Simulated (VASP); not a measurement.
LiTi2P3: relaxation of cell and atoms with PBE

Crystal: LiTi2P3.

```
CELL_PARAMETERS angstrom
3.47784 0.00000 0.00000
-1.73892 3.01190 0.00000
0.00000 0.00000 8.59400
ATOMIC_POSITIONS crystal
Li 0.00000 0.00000 0.00000
Ti 0.33333 0.66667 0.33665
Ti 0.66667 0.33333 0.66335
P 0.33333 0.66667 0.82670
P 0.66667 0.33333 0.17330
P 0.00000 0.00000 0.50000
```

* Program: VASP 6.6.1
* Task: relaxation of cell and atoms
* Functional: PBE
* Potentials or basis: VASP PAW PBE potentials, release 64 (Li_sv, Ti_sv, P)
* Cutoff: 600 eV
* k mesh: 6 × 6 × 2
* Occupations: gaussian, width 0.1 eV
* Spin: no spin polarisation
* Dipole correction: no
* Further INCAR settings: ALGO = Normal; EDIFF = 1e-06; IBRION = 2; EDIFFG = -0.04; NSW = 90; ISIF = 3

The relaxed volume is 16.31 Å³/atom. The relaxed cell is a = 3.509 Å, b = 3.509 Å, c = 9.174 Å, α = 90.00°, β = 90.00°, γ = 120.00°. The space group after relaxing (to 0.1 Å) is P-3m1 (No. 164). The energy gained by relaxing is 34.7 meV/atom and the ionic steps are 10. The pressure after relaxing is 0.1 GPa and the largest force after relaxing is 0.018 eV/Å. The band gap on the k mesh is zero (bands 21 and 22 overlap by 0.89 eV).

Forces in eV/Å, atoms in the order of the input:
```
Li   0.000  0.000  0.000
Ti   0.000  0.000 -0.005
Ti   0.000  0.000  0.005
P    0.000  0.000 -0.018
P    0.000  0.000  0.018
P    0.000  0.000  0.000
```

Stress tensor (GPa, compression positive):
```
 0.15  0.00  0.00
 0.00  0.15  0.00
 0.00  0.00 -0.08
```

The path:
```csv
step,energy change (eV),largest force (eV/Å),pressure (GPa),volume (Å³)
1,0.0000,0.4058,6.92,90.02
2,-0.1271,0.6691,-2.92,98.73
3,-0.1445,0.5472,-0.62,96.34
4,-0.1777,0.2548,-0.09,96.55
5,-0.1836,0.2922,0.28,96.67
6,-0.1936,0.2214,-0.04,97.15
7,-0.2024,0.1532,-0.69,98.18
8,-0.2061,0.0309,0.57,97.35
9,-0.2065,0.0383,0.28,97.54
10,-0.2080,0.0180,0.08,97.85
```

Final structure:
```xyz
6
Lattice="3.5094 0.0000 0.0000 -1.7547 3.0393 0.0000 0.0000 0.0000 9.1741" Properties=species:S:1:pos:R:3 pbc="T T T"
Li   -1.7547    3.0393    0.0000
Ti    0.0000    2.0262    3.1037
Ti    1.7547    1.0131    6.0704
P     0.0000    2.0262    7.4792
P     1.7547    1.0131    1.6948
P    -1.7547    3.0393    4.5870
```

Levels at points of the mesh, in eV from the Fermi level:
| k point | band 17 | band 18 | band 19 | band 20 | band 21 | band 22 | band 23 | band 24 | band 25 |
| --- | --- | --- | --- | --- | --- | --- | --- | --- | --- |
| (0.00, 0.00, 0.00) | -1.09 | -1.09 | 0.34 | 0.34 | 0.63 | 0.75 | 1.13 | 1.13 | 1.50 |
| (0.50, 0.00, 0.00) | -2.51 | -1.90 | -1.16 | -1.03 | -0.57 | -0.26 | 1.03 | 1.74 | 1.84 |
| (0.00, 0.00, 0.50) | -1.07 | -1.07 | -0.72 | 0.35 | 0.35 | 1.13 | 1.13 | 1.42 | 1.42 |
| (0.50, 0.00, 0.50) | -2.49 | -2.39 | -1.21 | -1.06 | -0.32 | -0.06 | 0.85 | 1.75 | 1.80 |

Wall time 2.4 min on 1 thread of Intel(R) Xeon(R) 6975P-C (Granite Rapids), with other jobs on the host, peak memory 0.24 GiB.

Caveat: the k points lie up to 0.34 Å⁻¹ apart in the final cell, too coarse for converged energies and pressures of a metal; the cutoff is under 1.25 times the usual one of these potentials, so pressure, stress and relaxed cells hold a basis-set (Pulay) error.
